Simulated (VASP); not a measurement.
# SnS2 (Berndtite-2T) (P-3m1) in VASP: further runs, part 2 of 2

VASP 6.6.1. Earlier steps stand in the parts before.

### 5 Relaxation of cell and atoms, PBEsol

This run uses another cell than the first one, of 22.43 Å³/atom, 0.995 times its volume.

INCAR reads:

```
PREC = Accurate ; ENCUT = 500
EDIFF = 1E-7 ; ISMEAR = 0
SIGMA = 0.02 ; LREAL = F
LASPH = T ; NELM = 120
ALGO = Normal ; ISIF = 3
LWAVE = F ; LCHARG = F
GGA = PS ; IBRION = 2
NSW = 80 ; EDIFFG = -0.01
GGA_COMPAT = F ; NELMIN = 4
```

KPOINTS reads:

```
regular mesh
0
Gamma
  6 6 4
```

POSCAR reads:

```
SnS2
1.0
    3.6390000000      0.0000000000      0.0000000000
   -1.8195000000      3.1514664444      0.0000000000
    0.0000000000      0.0000000000      5.8680000000
Sn S
1 2
Direct
    0.0000000000      0.0000000000      0.0000000000
    0.3333333333      0.6666666667      0.2500000000
    0.6666666667      0.3333333333      0.7500000000
```

Potentials or basis: VASP PAW PBE potentials, release 64 (Sn_d, S).

Launch:

```bash
> cat potpaw_PBE.64/Sn_d/POTCAR potpaw_PBE.64/S/POTCAR > POTCAR
> mpirun -np 1 vasp_std > vasp.out
```

OUTCAR:

```text
PREC = Accurate
   ENCUT = 500
   EDIFF = 1E-7
   ISMEAR = 0
   LREAL = F
   LASPH = T
   NELM = 120
   ISIF = 3
   GGA = PS
   IBRION = 2
   NSW = 80
   EDIFFG = -0.01
   NELMIN = 4

 ion  position               nearest neighbor table
   1  0.000  0.000  0.000-   2 2.56   3 2.56   3 2.56   2 2.56   3 2.56   2 2.56
   2  0.333  0.667  0.250-   1 2.56   1 2.56   1 2.56
   3  0.667  0.333  0.750-   1 2.56   1 2.56   1 2.56

  LATTYP: Found a hexagonal cell.
 ALAT       =     3.6390000000
 C/A-ratio  =     1.6125309151

  Lattice vectors:

 A1 = (   3.6390000000,   0.0000000000,   0.0000000000)
 A2 = (  -1.8195000000,   3.1514664444,   0.0000000000)
 A3 = (   0.0000000000,   0.0000000000,   5.8680000000)

Analysis of symmetry for initial positions (statically):
=====================================================================
 Subroutine PRICEL returns:
 Original cell was already a primitive cell.

 Routine SETGRP: Setting up the symmetry group for a
 hexagonal supercell.

 Subroutine GETGRP returns: Found 12 space group operations
 (whereof 12 operations were pure point group operations)
 out of a pool of 24 trial point group operations.

The static configuration has the point symmetry D_3d.

Analysis of symmetry for dynamics (positions and initial velocities):
=====================================================================
 Subroutine PRICEL returns:
 Original cell was already a primitive cell.

 Routine SETGRP: Setting up the symmetry group for a
 hexagonal supercell.

 Subroutine GETGRP returns: Found 12 space group operations
 (whereof 12 operations were pure point group operations)
 out of a pool of 24 trial point group operations.

The dynamic configuration has the point symmetry D_3d.

 Subroutine INISYM returns: Found 12 space group operations
 (whereof 12 operations are pure point group operations),
 and found     1 'primitive' translations
[... 116 lines left out ...]
     AMIX_MAG =   1.60;   BMIX_MAG =  1.00
  volume/ion in A,a.u.               =      22.43       151.38
  Fermi-wavevector in a.u.,A,eV,Ry     =   1.192352  2.253218 19.343434  1.421702
  Thomas-Fermi vector in A             =   2.328392
   LORBIT       =      0    0 simple, 1 ext, 2 COOP (PROOUT), +10 PAW based schemes
   GGA     = PS    functional components
   LHFCALC =     F    Hartree Fock is set to
   AEXX    =    0.0000 exact exchange contribution
   IVDW    =     0    specifies the selected vdW correction
   LEPSILON=     F    determine dielectric tensor
   LRPA    =     F    only Hartree local field effects (RPA)
 conjugate gradient relaxation of ions
 non-spin polarized calculation
 Gauss-broadening in eV      SIGMA  =   0.02
  energy-cutoff  :      500.00
  volume of cell :       67.30
 maximum number of plane-waves:      1737
 NGX is ok and might be reduce to    28
   NGX = 13   NGY = 13   NGZ = 21

--------------------------------------- Ionic step        1  -------------------------------------------

 number of electron      26.0000007 magnetization

 Free energy of the ion-electron system (eV)
  ---------------------------------------------------
  ext. energy  EPLUGINS =         0.00000000
  ---------------------------------------------------
  free energy    TOTEN  =       -14.25947394 eV

  energy without entropy =      -14.25947394  energy(sigma->0) =      -14.25947394

------------------------ aborting loop because EDIFF is reached ----------------------------------------

  FORCE on cell =-STRESS in cart. coord.  units (eV):
  Direction    XX          YY          ZZ          XY          YZ          ZX
  --------------------------------------------------------------------------------------
  -------------------------------------------------------------------------------------
  Total        0.4596916      0.4596916      0.4889207      0.0000000      0.0000000      0.0000000
  in kB       10.9444098     10.9444098     11.6402987      0.0000000      0.0000000      0.0000000
  external PRESSURE =      11.1763728 kB  Pullay stress =       0.0000000 kB
[... 92 lines left out ...]
  FREE ENERGIE OF THE ION-ELECTRON SYSTEM (eV)
  ---------------------------------------------------
  free  energy   TOTEN  =       -14.2624111250 eV

  energy  without entropy=      -14.2624111250  energy(sigma->0) =      -14.26241113

[... ionic steps 4 to 9 ...]

--------------------------------------- Ionic step       10  -------------------------------------------

 number of electron      26.0000008 magnetization

------------------------ aborting loop because EDIFF is reached ----------------------------------------
[... 69 lines left out ...]
--------------------------------------- Ionic step       12  -------------------------------------------

 number of electron      26.0000010 magnetization

 Free energy of the ion-electron system (eV)
  ---------------------------------------------------
  ext. energy  EPLUGINS =         0.00000000
  ---------------------------------------------------
  free energy    TOTEN  =       -14.26448345 eV

  energy without entropy =      -14.26448345  energy(sigma->0) =      -14.26448345

 E-fermi :   4.3107     XC(G=0):  -9.6585

 val. band max:        4.2101040203   @ k =   0.1667   0.0000   0.0000
 cond. band min:       5.6993103379   @ k =   0.5000   0.0000   0.2500
 fundamental gap:      1.4892063176
 Fermi energy:         4.3107075315

 k-point     1 :       0.0000    0.0000    0.0000
  band No.  band energies     occupation
      1     -16.5119      2.00000
      2     -16.5119      2.00000
      3     -16.4693      2.00000
      4     -16.4408      2.00000
      5     -16.4408      2.00000
      6      -9.4419      2.00000
[... 499 lines left out ...]
  FREE ENERGIE OF THE ION-ELECTRON SYSTEM (eV)
  ---------------------------------------------------
  free  energy   TOTEN  =       -14.2644834519 eV

  energy  without entropy=      -14.2644834519  energy(sigma->0) =      -14.26448345

 reached required accuracy - stopping structural energy minimisation
```

OSZICAR:

```text
N       E                     dE             d eps       ncg     rms          rms(c)
DAV:   1     0.199301886493E+03    0.19930E+03   -0.12579E+04   825   0.179E+03
[... 117 lines left out ...]
DAV:   2    -0.142649607392E+02    0.96863E-03   -0.60582E-03   946   0.931E-01    0.127E-01
DAV:   3    -0.142645442325E+02    0.41651E-03   -0.78117E-04  1003   0.395E-01    0.624E-02
DAV:   4    -0.142644838209E+02    0.60412E-04   -0.16836E-04  1217   0.156E-01    0.220E-02
DAV:   5    -0.142644826446E+02    0.11763E-05   -0.19612E-05  1192   0.406E-02    0.115E-02
DAV:   6    -0.142644831538E+02   -0.50921E-06   -0.19119E-06  1092   0.145E-02    0.183E-03
DAV:   7    -0.142644833962E+02   -0.24233E-06   -0.36175E-07   837   0.774E-03    0.138E-03
DAV:   8    -0.142644834519E+02   -0.55690E-07   -0.34556E-08   486   0.160E-03
  12 F= -.14264483E+02 E0= -.14264483E+02  d E =-.131285E-02
```

It took 2.1 min on 1 thread of Intel Xeon Platinum 8488C (Sapphire Rapids), shared host; peak memory 0.2 GiB.

Results:

```yaml
Free_energy: -14.2645 eV
Relaxed_volume: 23.22 Å³/atom
Relaxed_cell: a = 3.651 Å, b = 3.651 Å, c = 6.035 Å, α = 90.00°, β = 90.00°, γ = 120.00°
Space_group_after_relaxing_to_0.05_Å: P-3m1 (No. 164)
Energy_gained_by_relaxing: 1.7 meV/atom
Ionic_steps: 12
Pressure_after_relaxing: 0.0 GPa
Band_gap_on_the_k_mesh: 1.49 eV, indirect (least direct gap 1.81 eV)
```

Forces in eV/Å, atoms in the order of the input:
```
Sn   0.000  0.000  0.000
S    0.000  0.000 -0.002
S    0.000  0.000  0.002
```

Step by step:
| step | energy change (eV) | largest force (eV/Å) | pressure (GPa) | volume (Å³) |
| --- | --- | --- | --- | --- |
| 1 | 0.0000 | 0.0935 | 1.12 | 67.30 |
| 2 | -0.0004 | 0.1728 | -0.91 | 68.83 |
| 3 | -0.0029 | 0.0468 | 0.04 | 68.08 |
| 4 | -0.0031 | 0.0389 | 0.04 | 68.17 |
| 5 | -0.0035 | 0.0152 | 0.01 | 68.42 |
| 6 | -0.0036 | 0.0322 | -0.03 | 68.91 |
| 7 | -0.0037 | 0.0111 | -0.01 | 68.69 |
| 8 | -0.0038 | 0.0102 | -0.01 | 68.74 |
| 9 | -0.0042 | 0.0079 | -0.01 | 68.89 |
| 10 | -0.0047 | 0.0035 | 0.00 | 69.20 |
| 11 | -0.0050 | 0.0045 | 0.04 | 69.81 |
| 12 | -0.0050 | 0.0022 | 0.02 | 69.66 |

Final structure:
```cif
data_structure
_symmetry_space_group_name_H-M 'P 1'
_symmetry_Int_Tables_number 1
_cell_length_a 3.6509
_cell_length_b 3.6509
_cell_length_c 6.0350
_cell_angle_alpha 90.000
_cell_angle_beta 90.000
_cell_angle_gamma 120.000
_cell_volume 69.66
loop_
_atom_site_label
_atom_site_type_symbol
_atom_site_fract_x
_atom_site_fract_y
_atom_site_fract_z
_atom_site_occupancy
Sn1 Sn 0.00000 0.00000 0.00000 1
S1 S 0.33333 0.66667 0.24415 1
S2 S 0.66667 0.33333 0.75585 1
```

Caveat: the PAW data sets were made with another functional, which shifts forces and pressure a little; spin-orbit coupling is left out, which moves the levels of the heavy elements; this functional lacks dispersion, which binds the layers, so the pressure and a relaxed spacing across them are unreliable.

### 6 Relaxation of cell and atoms, PBE+D3(BJ)

This run uses another cell than the first one, of 22.43 Å³/atom, 0.995 times its volume.

INCAR reads:

```
SYSTEM = SnS2
PREC = Accurate
ENCUT = 500
EDIFF = 1E-7
ISMEAR = 0
SIGMA = 0.02
LREAL = .False.
LASPH = .True.
NELM = 120
ALGO = Normal
ISIF = 3
LWAVE = .False.
LCHARG = .False.
GGA = PE
IVDW = 12
IBRION = 2
NSW = 80
EDIFFG = -0.01
GGA_COMPAT = .False.
NELMIN = 4
```

KPOINTS reads:

```
Automatic mesh
0
Gamma
  6 6 4
  0 0 0
```

POSCAR is that of step 5.

Potentials or basis: VASP PAW PBE potentials, release 64 (Sn_d, S).

Launch:

```bash
> cat potpaw_PBE.64/Sn_d/POTCAR potpaw_PBE.64/S/POTCAR > POTCAR
> mpirun -np 1 vasp_std > vasp.out
```

Wall time 99 s (1 thread of Intel Xeon Platinum 8488C (Sapphire Rapids), shared host); peak memory 0.21 GiB.

The run converged. Its results:

| Item | Value |
| --- | --- |
| Free energy | -14.1328 eV |
| Relaxed volume | 22.52 Å³/atom |
| Relaxed cell | a = 3.669 Å, b = 3.669 Å, c = 5.794 Å, α = 90.00°, β = 90.00°, γ = 120.00° |
| Space group after relaxing (to 0.05 Å) | P-3m1 (No. 164) |
| Energy gained by relaxing | 3.2 meV/atom |
| Ionic steps | 9 |
| Pressure after relaxing | 0.0 GPa |
| Band gap on the k mesh | 1.33 eV, indirect (least direct gap 1.72 eV) |
| Dispersion energy per atom | -0.329 eV |

The path:
```tsv
step	energy change (eV)	largest force (eV/Å)	pressure (GPa)	volume (Å³)
1	0.0000	0.2481	1.70	67.30
2	-0.0013	0.1875	-1.54	69.64
3	-0.0079	0.0144	-0.05	68.50
4	-0.0082	0.0265	-0.06	68.46
5	-0.0085	0.0533	-0.07	68.38
6	-0.0088	0.0455	-0.06	68.26
7	-0.0094	0.0223	-0.04	67.89
8	-0.0094	0.0248	0.04	67.15
9	-0.0096	0.0013	0.00	67.55
```

Final structure:
```xyz
3
Lattice="3.6690 0.0000 0.0000 -1.8345 3.1775 0.0000 0.0000 0.0000 5.7938" Properties=species:S:1:pos:R:3 pbc="T T T"
Sn    0.0000    0.0000    0.0000
S     0.0000    2.1183    1.4768
S     1.8345    1.0592    4.3170
```

Levels at points of the mesh, in eV from the valence-band top:
```csv
k point,band 10,band 11,band 12,band 13,band 14,band 15,band 16,band 17
"(0.00, 0.00, 0.00)",-0.74,-0.51,-0.51,0.00,1.72,3.51,5.31,5.31
"(0.50, 0.00, 0.00)",-2.87,-2.64,-1.19,-0.37,1.63,4.35,5.79,5.91
"(0.00, 0.00, 0.50)",-0.85,-0.85,-0.33,-0.33,2.96,3.58,5.00,5.00
"(0.50, 0.00, 0.50)",-2.44,-1.84,-0.84,-0.80,1.38,4.58,5.43,6.38
```

Caveat: spin-orbit coupling is left out, which moves the levels of the heavy elements. Zero-point motion and thermal expansion aren't in these numbers.

### 7 Relaxation of cell and atoms, PBE+D4

This run uses another cell than the first one, of 22.43 Å³/atom, 0.995 times its volume.

INCAR, as its differences from that of step 6:

```diff
@@ -14,3 +14,3 @@
 GGA = PE
-IVDW = 12
+IVDW = 13
 IBRION = 2
```

KPOINTS reads:

```
regular mesh
0
Gamma
  6 6 4
  0 0 0
```

POSCAR is that of step 6.

Launch:

```bash
> cat potpaw_PBE.64/Sn_d/POTCAR potpaw_PBE.64/S/POTCAR > POTCAR
> mpirun -np 1 vasp_std > vasp.out
```

Run time: 1.7 min. Hardware: 1 thread of Intel Xeon Platinum 8488C (Sapphire Rapids), shared host; peak memory 0.2 GiB.

It converged, with:

| Property | Result |
| --- | --- |
| Free energy | -14.2209 eV |
| Relaxed volume | 22.49 Å³/atom |
| Relaxed cell | a = 3.669 Å, b = 3.669 Å, c = 5.789 Å, α = 90.00°, β = 90.00°, γ = 120.00° |
| Space group after relaxing (to 0.05 Å) | P-3m1 (No. 164) |
| Energy gained by relaxing | 3.1 meV/atom |
| Ionic steps | 9 |
| Pressure after relaxing | 0.0 GPa |
| Band gap on the k mesh | 1.32 eV, indirect (least direct gap 1.72 eV) |
| Dispersion energy per atom | -0.359 eV |

The path:
```tsv
step	energy change (eV)	largest force (eV/Å)	pressure (GPa)	volume (Å³)
1	0.0000	0.2456	1.66	67.30
2	-0.0012	0.1821	-1.53	69.59
3	-0.0076	0.0170	-0.06	68.47
4	-0.0079	0.0282	-0.06	68.43
5	-0.0082	0.0568	-0.08	68.32
6	-0.0085	0.0492	-0.07	68.20
7	-0.0092	0.0265	-0.05	67.86
8	-0.0093	0.0197	0.03	67.17
9	-0.0094	0.0011	0.00	67.47
```

Final structure:
```
CELL_PARAMETERS angstrom
3.66858 0.00000 0.00000
-1.83429 3.17708 0.00000
0.00000 0.00000 5.78876
ATOMIC_POSITIONS crystal
Sn 0.00000 0.00000 0.00000
S 0.33333 0.66667 0.25508
S 0.66667 0.33333 0.74492
```

Levels at points of the mesh, in eV from the valence-band top:
| k point | band 11 | band 12 | band 13 | band 14 | band 15 | band 16 |
| --- | --- | --- | --- | --- | --- | --- |
| (0.00, 0.00, 0.00) | -0.51 | -0.51 | 0.00 | 1.72 | 3.50 | 5.30 |
| (0.50, 0.00, 0.00) | -2.64 | -1.20 | -0.37 | 1.63 | 4.34 | 5.79 |
| (0.00, 0.00, 0.50) | -0.86 | -0.34 | -0.34 | 2.96 | 3.58 | 4.99 |
| (0.50, 0.00, 0.50) | -1.84 | -0.85 | -0.80 | 1.38 | 4.57 | 5.42 |

Caveat: spin-orbit coupling is left out, which moves the levels of the heavy elements. A k mesh can miss the band edges.

### 8 Summary

| task | level | cell | gap on the mesh (eV) | pressure (GPa) | relaxed volume (Å³/atom) |
| --- | --- | --- | --- | --- | --- |
| single point | PBE+D4 | a = 3.670, b = 3.670, c = 5.800 Å, angles 90.0, 90.0, 120.0°, 3 atoms | 1.33 | -0.1 | - |
| single point | PBE+D3(BJ) | a = 3.670, b = 3.670, c = 5.804 Å, angles 90.0, 90.0, 120.0°, 3 atoms | 1.33 | -0.1 | - |
| single point | PBEsol | a = 3.653, b = 3.653, c = 6.054 Å, angles 90.0, 90.0, 120.0°, 3 atoms | 1.49 | -0.1 | - |
| relaxation of cell and atoms | PBEsol | relaxed from a = 3.639, b = 3.639, c = 5.868 Å, angles 90.0, 90.0, 120.0°, 3 atoms | 1.49 | 0.0 | 23.22 |
| relaxation of cell and atoms | PBE+D3(BJ) | relaxed from a = 3.639, b = 3.639, c = 5.868 Å, angles 90.0, 90.0, 120.0°, 3 atoms | 1.33 | 0.0 | 22.52 |
| relaxation of cell and atoms | PBE+D4 | relaxed from a = 3.639, b = 3.639, c = 5.868 Å, angles 90.0, 90.0, 120.0°, 3 atoms | 1.32 | 0.0 | 22.49 |

Alike in all rows: potentials or basis VASP PAW PBE potentials, release 64 (Sn_d, S); no spin polarisation; k mesh 6 × 6 × 4; cutoff (eV) 500; smearing gaussian 0.02 eV.

Caveats: spin-orbit coupling is left out, which moves the levels of the heavy elements; the PAW data sets were made with another functional, which shifts forces and pressure a little (some runs); this functional lacks dispersion, which binds the layers, so the pressure and a relaxed spacing across them are unreliable (some runs).

Absolute energies hang on the potentials; compare differences alone.
